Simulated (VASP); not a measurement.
# PbI2: relaxation of shape and atoms at fixed volume with PBE

The system is PbI2.

```
Pb I
1.0
     4.73845    0.00000    0.00000
    -2.36922    4.10362    0.00000
     0.00000    0.00000    8.24689
Pb I
1 2
Direct
  0.00000 0.00000 0.00000
  0.33333 0.66667 0.22805
  0.66667 0.33333 0.77195
```

* Program: VASP 6.6.1
* Task: relaxation of shape and atoms at fixed volume
* Functional: PBE
* Potentials or basis: VASP PAW PBE potentials, release 64 (Pb_d, I)
* Cutoff: 500 eV
* k mesh: 6 × 6 × 4
* Occupations: gaussian, width 0.02 eV
* Spin: no spin polarisation
* Dipole correction: no
* Further INCAR settings: ALGO = Normal; EDIFF = 1e-07; IBRION = 2; EDIFFG = -0.01; NSW = 50; ISIF = 4

```
Energy gained by relaxing    : 4.2 meV/atom
Ionic steps                  : 7
Pressure after relaxing      : -0.1 GPa
Largest force after relaxing : 0.004 eV/Å
Band gap on the k mesh       : 2.47 eV (least direct gap 2.69 eV)
```

Forces on the atoms (eV/Å):
```
Pb   0.000  0.000  0.000
I    0.000  0.000  0.004
I    0.000  0.000 -0.004
```

Step by step:
```tsv
step	energy change (eV)	largest force (eV/Å)	pressure (GPa)	volume (Å³)
1	0.0000	0.1672	-0.73	160.36
2	-0.0026	0.1449	-0.66	160.36
3	-0.0081	0.0760	-0.44	160.36
4	-0.0092	0.0688	0.01	160.36
5	-0.0104	0.0067	-0.18	160.36
6	-0.0114	0.0061	-0.15	160.36
7	-0.0125	0.0036	-0.07	160.36
```

Final structure:
```cif
data_structure
_symmetry_space_group_name_H-M 'P 1'
_symmetry_Int_Tables_number 1
_cell_length_a 4.6863
_cell_length_b 4.6863
_cell_length_c 8.4315
_cell_angle_alpha 90.000
_cell_angle_beta 90.000
_cell_angle_gamma 120.000
_cell_volume 160.36
loop_
_atom_site_label
_atom_site_type_symbol
_atom_site_fract_x
_atom_site_fract_y
_atom_site_fract_z
_atom_site_occupancy
Pb1 Pb 0.00000 0.00000 0.00000 1
I1 I 0.33333 0.66667 0.21977 1
I2 I 0.66667 0.33333 0.78023 1
```

Levels at points of the mesh, in eV from the valence-band top:
```tsv
k point	band 12	band 13	band 14	band 15	band 16	band 17
(0.00, 0.00, 0.00)	-0.51	-0.50	-0.50	2.55	3.46	3.46
(0.50, 0.00, 0.00)	-0.73	-0.55	-0.41	3.25	4.09	4.55
(0.00, 0.00, 0.50)	-0.49	-0.49	-0.22	2.47	3.44	3.44
(0.50, 0.00, 0.50)	-0.65	-0.58	-0.53	3.38	4.16	4.23
```

Wall time 3 min on 1 thread of Intel(R) Xeon(R) 6975P-C (Granite Rapids), on a shared host, peak memory 0.31 GiB.

Caveat: spin-orbit coupling is left out, which moves the levels of the heavy elements; this functional lacks dispersion, which binds the layers, so the pressure and a relaxed spacing across them are unreliable. A k mesh can miss the band edges.
